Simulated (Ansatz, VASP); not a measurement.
## One calculation of MgO, two programs

```
CELL_PARAMETERS angstrom
3.30347 0.00000 0.00000
-1.65173 2.86089 0.00000
0.00000 0.00000 4.61780
ATOMIC_POSITIONS crystal
Mg 0.33333 0.66667 0.00366
Mg 0.66667 0.33333 0.50366
O 0.33333 0.66667 0.40094
O 0.66667 0.33333 0.90094
```

Alike in both runs: task single point; functional PBEsol; k mesh 9 × 9 × 6; occupations gaussian, width 0.05 eV; no spin polarisation.

```csv
,VASP,Ansatz
version,VASP 6.6.1,Ansatz 0.2.0
potentials or method,"VASP PAW PBE potentials, release 64 (Mg, O), cutoff 520 eV","scalar-relativistic, plane waves, PAW"
valence electrons in the cell,16,32
```

```tsv
	VASP	Ansatz	Ansatz less VASP
gap on the k mesh at the Fermi level (eV)	3.68	3.68	+0.002
least direct gap on the mesh (eV)	3.68	3.68	+0.002
pressure (GPa)	12.1	12.2	+0.07
traceless stress, the component that is largest in VASP (GPa)	14.64	14.28	-0.359
rms of the force components (eV/Å)	0.908	0.887	-0.0216
```

VASP's potentials were made for PBE, not for PBEsol, and Ansatz warns of the same on its side. Atom by atom the forces differ by 0.022 eV/Å (rms over components). The functional is the same, so the differences come from potentials, cutoffs and numerics. VASP's potentials hold 16 valence electrons a cell and Ansatz's 32, so a difference there can come from the potentials and not from the codes.
